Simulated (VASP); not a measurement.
# Si (Fd-3m) in VASP: further runs, part 3 of 3

VASP 6.6.1. The steps go on from the part before.

### 7 Electric field gradients, HSE06

Contents of POSCAR:

```
Si
1.0
    5.4271200000      0.0000000000      0.0000000000
    0.0000000000      5.4271200000      0.0000000000
    0.0000000000      0.0000000000      5.4271200000
Si
8
Direct
    0.7500000000      0.7500000000      0.7500000000
    0.2500000000      0.2500000000      0.7500000000
    0.2500000000      0.7500000000      0.2500000000
    0.7500000000      0.2500000000      0.2500000000
    0.5000000000      0.5000000000      0.5000000000
    0.0000000000      0.0000000000      0.5000000000
    0.0000000000      0.5000000000      0.0000000000
    0.5000000000      0.0000000000      0.0000000000
```

Contents of INCAR.step1:

```
PREC = Accurate
ENCUT = 520
ISMEAR = 0
SIGMA = 0.01
LREAL = False
LASPH = True
NELM = 80
ALGO = Normal
ISIF = 2
LWAVE = True
LCHARG = False
GGA = PE
EDIFF = 1E-5
NBANDS = 26
```

Contents of INCAR.step2:

```
PREC = Accurate
ENCUT = 520
EDIFF = 1E-8
ISMEAR = 0
SIGMA = 0.01
LREAL = False
LASPH = True
NELM = 80
ALGO = Normal
ISIF = 2
LWAVE = False
LCHARG = False
GGA = PE
LHFCALC = True
HFSCREEN = 0.2079
PRECFOCK = Fast
LEFG = True
ISTART = 1
NBANDS = 26
```

Contents of KPOINTS:

```
regular mesh
0
Gamma
  3 3 3
```

Potentials or basis: VASP PAW PBE potentials, release 64 (Si).

On the command line:

```
$ cat potpaw_PBE.64/Si/POTCAR > POTCAR
$ cp INCAR.step1 INCAR
$ mpirun -np 1 vasp_std > vasp.out
$ cp INCAR.step2 INCAR
$ mpirun -np 1 vasp_std > vasp.out
```

OUTCAR:

```text
PREC = Accurate
   ENCUT = 520
   EDIFF = 1E-8
   ISMEAR = 0
   LREAL = False
   LASPH = True
   NELM = 80
   ISIF = 2
   GGA = PE
   LHFCALC = True
   HFSCREEN = 0.2079
   PRECFOCK = Fast
   ISTART = 1

 ion  position               nearest neighbor table
   1  0.750  0.750  0.750-   5 2.35   6 2.35   7 2.35   8 2.35
   2  0.250  0.250  0.750-   5 2.35   6 2.35   7 2.35   8 2.35
   3  0.250  0.750  0.250-   5 2.35   6 2.35   7 2.35   8 2.35
   4  0.750  0.250  0.250-   5 2.35   6 2.35   7 2.35   8 2.35
   5  0.500  0.500  0.500-   1 2.35   2 2.35   3 2.35   4 2.35
   6  0.000  0.000  0.500-   1 2.35   2 2.35   3 2.35   4 2.35
   7  0.000  0.500  0.000-   1 2.35   2 2.35   3 2.35   4 2.35
   8  0.500  0.000  0.000-   1 2.35   2 2.35   3 2.35   4 2.35

  LATTYP: Found a simple cubic cell.
 ALAT       =     5.4271200000

  Lattice vectors:

 A1 = (   5.4271200000,   0.0000000000,   0.0000000000)
 A2 = (   0.0000000000,   5.4271200000,   0.0000000000)
 A3 = (   0.0000000000,   0.0000000000,   5.4271200000)

Analysis of symmetry for initial positions (statically):
=====================================================================
 Subroutine PRICEL returns following result:

  LATTYP: Found a face centered cubic cell.
 ALAT       =     5.4271200000

  Lattice vectors:

 A1 = (   2.7135600000,  -2.7135600000,   0.0000000000)
 A2 = (   2.7135600000,   0.0000000000,   2.7135600000)
 A3 = (   0.0000000000,  -2.7135600000,   2.7135600000)

   4 primitive cells build up your supercell.

 Routine SETGRP: Setting up the symmetry group for a
 simple cubic supercell.

 Subroutine GETGRP returns: Found 48 space group operations
[... 299 lines left out ...]
  energy-cutoff  :      520.00
  volume of cell :      159.85
      direct lattice vectors                 reciprocal lattice vectors
     5.427120000  0.000000000  0.000000000     0.184259792  0.000000000  0.000000000
     0.000000000  5.427120000  0.000000000     0.000000000  0.184259792  0.000000000
     0.000000000  0.000000000  5.427120000     0.000000000  0.000000000  0.184259792

 POSITION                                       TOTAL-FORCE (eV/Angst)
 -----------------------------------------------------------------------------------
      4.07034      4.07034      4.07034        -0.000000     -0.000000      0.000000
      1.35678      1.35678      4.07034         0.000000     -0.000000      0.000000
      1.35678      4.07034      1.35678         0.000000      0.000000     -0.000000
      4.07034      1.35678      1.35678         0.000000     -0.000000      0.000000
      2.71356      2.71356      2.71356         0.000000     -0.000000     -0.000000
      0.00000      0.00000      2.71356         0.000000      0.000000     -0.000000
      0.00000      2.71356      0.00000        -0.000000      0.000000     -0.000000
      2.71356      0.00000      0.00000        -0.000000      0.000000      0.000000
 -----------------------------------------------------------------------------------
    total drift:                               -0.000002      0.000000     -0.000000

  FREE ENERGIE OF THE ION-ELECTRON SYSTEM (eV)
  ---------------------------------------------------
  free  energy   TOTEN  =       -50.1128425767 eV

  energy  without entropy=      -50.1128425767  energy(sigma->0) =      -50.11284258

 Electric field gradients (V/A^2)
---------------------------------------------------------------------
 ion       V_xx      V_yy      V_zz      V_xy      V_xz      V_yz
---------------------------------------------------------------------
   1       0.000     0.000    -0.000    -0.000     0.000     0.000
   2      -0.000     0.000    -0.000    -0.000    -0.000    -0.000
   3       0.000     0.000    -0.000     0.000     0.000    -0.000
   4       0.000     0.000    -0.000     0.000    -0.000     0.000
   5       0.000     0.000    -0.000     0.000    -0.000    -0.000
   6       0.000     0.000    -0.000     0.000     0.000     0.000
   7       0.000     0.000    -0.000    -0.000     0.000    -0.000
   8       0.000     0.000    -0.000    -0.000    -0.000    -0.000
---------------------------------------------------------------------

 Electric field gradients after diagonalization (V/A^2)
 (convention: |V_zz| > |V_xx| > |V_yy|)
----------------------------------------------------------------------
 ion       V_xx      V_yy      V_zz     asymmetry (V_yy - V_xx)/ V_zz
----------------------------------------------------------------------
   1       0.000     0.000    -0.000       0.304
   2       0.000     0.000    -0.000       0.942
   3       0.000     0.000    -0.000       0.603
   4       0.000     0.000    -0.000       0.507
   5       0.000     0.000    -0.000       0.609
   6      -0.000    -0.000     0.000       0.636
   7      -0.000    -0.000     0.000       0.724
   8       0.000     0.000    -0.000       0.685
----------------------------------------------------------------------

           NMR quadrupolar parameters

 Cq : quadrupolar parameter    Cq=e*Q*V_zz/h
 eta: asymmetry parameters     (V_yy - V_xx)/ V_zz
 Q  : nuclear electric quadrupole moment in mb (millibarn)
----------------------------------------------------------------------
 ion       Cq(MHz)       eta       Q (mb)
----------------------------------------------------------------------
   1      -0.000       0.304       1.000
   2      -0.000       0.942       1.000
   3      -0.000       0.603       1.000
   4      -0.000       0.507       1.000
   5      -0.000       0.609       1.000
   6       0.000       0.636       1.000
   7       0.000       0.724       1.000
   8      -0.000       0.685       1.000
----------------------------------------------------------------------
```

OUTCAR.step1:

```text
PREC = Accurate
   ENCUT = 520
   ISMEAR = 0
   LREAL = False
   LASPH = True
[... 347 lines left out ...]
      2.71356      2.71356      2.71356         0.000000      0.000000      0.000000
      0.00000      0.00000      2.71356        -0.000000      0.000000     -0.000000
      0.00000      2.71356      0.00000        -0.000000      0.000000     -0.000000
      2.71356      0.00000      0.00000        -0.000000      0.000000      0.000000
 -----------------------------------------------------------------------------------
    total drift:                                0.000000      0.000000      0.000000

  FREE ENERGIE OF THE ION-ELECTRON SYSTEM (eV)
  ---------------------------------------------------
  free  energy   TOTEN  =       -43.2561090815 eV

  energy  without entropy=      -43.2561090815  energy(sigma->0) =      -43.25610908
```

OSZICAR.step1:

```text
N       E                     dE             d eps       ncg     rms          rms(c)
DAV:   1     0.689755133815E+02    0.68976E+02   -0.11931E+04   208   0.101E+03
DAV:   2    -0.387373656444E+02   -0.10771E+03   -0.10063E+03   274   0.153E+02
DAV:   3    -0.439006827090E+02   -0.51633E+01   -0.50178E+01   252   0.292E+01
DAV:   4    -0.440002501391E+02   -0.99567E-01   -0.99151E-01   236   0.487E+00
DAV:   5    -0.440023310206E+02   -0.20809E-02   -0.20799E-02   250   0.692E-01    0.984E+00
DAV:   6    -0.434852871695E+02    0.51704E+00   -0.24794E-01   240   0.189E+00    0.603E+00
DAV:   7    -0.432502190518E+02    0.23507E+00   -0.52231E-01   228   0.287E+00    0.362E-01
DAV:   8    -0.432550348160E+02   -0.48158E-02   -0.31190E-02   228   0.744E-01    0.129E-01
DAV:   9    -0.432558745663E+02   -0.83975E-03   -0.12030E-03   246   0.173E-01    0.115E-01
DAV:  10    -0.432561093933E+02   -0.23483E-03   -0.45336E-04   228   0.914E-02    0.478E-02
DAV:  11    -0.432561090815E+02    0.31175E-06   -0.73065E-06   180   0.134E-02
   1 F= -.43256109E+02 E0= -.43256109E+02  d E =-.965171E-14
```

Run time: 3.2 min. Hardware: 1 thread of Intel Xeon 6975P-C (Granite Rapids), shared host; peak memory 0.33 GiB.

What came out:

```yaml
Free_energy: -50.1128 eV
Pressure: 0.5 GPa
Band_gap_on_the_k_mesh: 1.29 eV
```

Caveat: without QUAD_EFG the Cq values of the log hold for a quadrupole moment of 1 mb, not for the nuclei; the PAW data sets were made with another functional, which shifts forces and pressure a little.

### 8 The runs side by side

```tsv
task	level	cell	k mesh	grid for exact exchange (PRECFOCK)	screening parameter	gap on the mesh (eV)	pressure (GPa)
electric field gradients	PBEsol	a = 5.427 Å, 8 atoms	3 × 3 × 3	-	-	0.58	0.6
electric field gradients	PBEsol	a = 5.427 Å, 8 atoms	4 × 4 × 4	-	-	0.50	0.5
dielectric tensor	PBEsol	a = 3.838 Å, angles 60.0°, 2 atoms	9 × 9 × 9	-	-	0.46	-
electric field gradients	PBEsol	a = 7.675 Å, angles 60.0°, 16 atoms	4 × 4 × 4	-	-	0.50	0.4
electric field gradients	HSE06	a = 5.427 Å, 8 atoms	3 × 3 × 3	Fast	0.2079 1/Å	1.29	0.5
```

Alike in all rows: potentials or basis VASP PAW PBE potentials, release 64 (Si); no spin polarisation; cutoff (eV) 520; smearing gaussian 0.01 eV.

On the cell as given the gap runs from 0.50 eV (PBEsol) to 1.29 eV (HSE06); the meshes differ, which moves gaps too.

Caveats: the PAW data sets were made with another functional, which shifts forces and pressure a little; the gap is small at this level, which inflates the dielectric constant (some runs).

Absolute energies hang on the potentials; compare differences alone.

### 9 How close it comes

Step 2. Against the measured gap of Si, 1.1692 eV (0 K; quoted in “Dopant-enhanced solid phase epitaxy in buried amorphous silicon layers”, 2010, arxiv:1007.5372), the calculated 0.58 eV is off by -0.59 eV. 2 values of this kind are on record (1.1 to 1.1692 eV); this one was drawn at random. The value is that of PBEsol on a finite k mesh, which can miss the band edges, without temperature or zero-point motion. Semilocal functionals fall short of measured gaps as a rule.

Step 7. Against the measured gap of Si, 1.1692 eV (0 K; quoted in “Dopant-enhanced solid phase epitaxy in buried amorphous silicon layers”, 2010, arxiv:1007.5372), the calculated 1.29 eV is off by +0.12 eV. 2 values of this kind are on record (1.1 to 1.1692 eV); this one was drawn at random. The value is that of HSE06 on a finite k mesh, which can miss the band edges, without temperature or zero-point motion.
